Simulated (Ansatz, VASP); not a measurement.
## One calculation of C, two programs

```
C
1.0
     2.44493    0.00000    0.00000
    -1.22246    2.11737    0.00000
     0.00000    0.00000    6.64717
C
4
Cartesian
  0.0000 0.0000 1.6618
  0.0000 0.0000 4.9854
  0.0000 1.4116 1.6618
  1.2225 0.7058 4.9854
```

Alike in both runs: functional LDA; k mesh 21 × 21 × 6; occupations fermi-dirac, width 0.15 eV; no spin polarisation.

Ansatz relaxed the structure, and its values are those at the end. VASP's run is a single point on that final structure, the one shown.

|  | VASP | Ansatz |
| --- | --- | --- |
| version | VASP 6.6.1 | Ansatz 0.2.0 |
| potentials or method | VASP PAW LDA potentials, release 64 (C), cutoff 520 eV | scalar-relativistic, plane waves, PAW |
| valence electrons in the cell | 16 | 16 |

```csv
,VASP,Ansatz,Ansatz less VASP
gap on the k mesh at the Fermi level (eV),none,none,-
pressure (GPa),0.8,0.0,-0.81
```

LDA's correlation is that of Perdew and Zunger in VASP and of Perdew and Wang (1992) in Ansatz. A gap of «none» marks a metal or a gap that the smearing closes.
